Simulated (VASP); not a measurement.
AlN:

```
CELL_PARAMETERS angstrom
0.00000 2.18488 2.18488
2.18488 0.00000 2.18488
2.18488 2.18488 0.00000
ATOMIC_POSITIONS crystal
Al 0.00000 0.00000 0.00000
N 0.25000 0.25000 0.25000
```

Base run:

- Program: VASP 6.6.1
- Functional: PBE0
- Potentials or basis: VASP PAW PBE potentials, release 64 (Al, N)
- Cutoff: 520 eV
- k mesh: 6 × 6 × 6
- Occupations: gaussian, width 0.01 eV
- Spin: no spin polarisation

Its results: band gap on the k mesh 5.30 eV, indirect (least direct gap 6.29 eV); pressure -0.8 GPa.

Question: After a change of settings the same cell gave: band gap on the k mesh 3.93 eV, indirect (least direct gap 4.88 eV); pressure -0.4 GPa. Which change was it?
A. functional from PBE0 to PBE; k mesh from 6 × 6 × 6 to 10 × 10 × 10
B. functional from PBE0 to r2SCAN
C. functional from PBE0 to HSE06; further incar settings from ALGO = Normal; EDIFF = 1e-06; NBANDS = 11 to ALGO = Normal; EDIFF = 1e-07; NBANDS = 11
D. functional from PBE0 to PBE; further incar settings from ALGO = Normal; EDIFF = 1e-06; NBANDS = 11 to ALGO = Normal; EDIFF = 1e-07; NBANDS = 11

Answer: B.

PBE0 gives the wider gap, since exact exchange removes part of the self-interaction.

Caveats: the PAW data sets were made with another functional, which shifts forces and pressure a little.
